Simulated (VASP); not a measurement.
Write the native input for VASP 6.6.1 that does the following.

```
Task                    : single point
Functional              : PBE
Potentials or basis     : VASP PAW PBE potentials, release 64 (Re, B)
Cutoff                  : 520 eV
k mesh                  : 22 × 22 × 14
Occupations             : gaussian, width 0.1 eV
Spin                    : no spin polarisation
Dipole correction       : no
k mesh for the DOS      : 33 × 33 × 21
Occupations for the DOS : tetrahedron
Further INCAR settings  : ALGO = Normal; EDIFF = 1e-06; NBANDS = 12
```

The system is ReB.

```xyz
2
Lattice="2.5349 0.0000 0.0000 0.0000 2.5349 0.0000 0.0000 0.0000 4.3017" Properties=species:S:1:pos:R:3 pbc="T T T"
Re    0.0000    0.0000    2.1509
B     0.0000    0.0000    0.0000
```

These files were run (other wordings do the same):

POSCAR

```
ReB
1.0
    2.5348849492      0.0000000000      0.0000000000
    0.0000000000      2.5348849492      0.0000000000
    0.0000000000      0.0000000000      4.3017244540
Re B
1 1
Direct
    0.0000000000      0.0000000000      0.5000000000
    0.0000000000      0.0000000000      0.0000000000
```

INCAR.step1

```
ALGO = Normal ; EDIFF = 1E-6
ENCUT = 520 ; GGA = PE
ISIF = 2 ; ISMEAR = 0
LASPH = True ; LCHARG = True
LMAXMIX = 4 ; LREAL = False
LWAVE = False ; NBANDS = 12
NELM = 100 ; PREC = Accurate
SIGMA = 0.1
```

KPOINTS.step1

```
k-points
0
Gamma
  22 22 14
```

INCAR.step2

```
ALGO = Normal ; EDIFF = 1E-6
ENCUT = 520 ; GGA = PE
ICHARG = 11 ; ISIF = 2
ISMEAR = -5 ; LASPH = True
LCHARG = False ; LMAXMIX = 4
LORBIT = 11 ; LREAL = False
LWAVE = False ; NBANDS = 12
NEDOS = 2001 ; NELM = 100
PREC = Accurate ; SIGMA = 0.1
```

KPOINTS.step2

```
k-points
0
Gamma
  33 33 21
```

Potentials or basis: VASP PAW PBE potentials, release 64 (Re, B).

Launch:

```bash
$ cat potpaw_PBE.64/Re/POTCAR potpaw_PBE.64/B/POTCAR > POTCAR
$ cp INCAR.step1 INCAR
$ cp KPOINTS.step1 KPOINTS
$ mpirun -np 1 vasp_std > vasp.out
$ cp INCAR.step2 INCAR
$ cp KPOINTS.step2 KPOINTS
$ mpirun -np 1 vasp_std > vasp.out
```

It gave:

```
Valence electrons inside the program's atomic spheres : Re 6.22; B 1.60
```

Run time: 2.6 min on 1 thread of Intel(R) Xeon(R) 6975P-C (Granite Rapids), with other jobs on the host, peak memory 0.74 GiB.
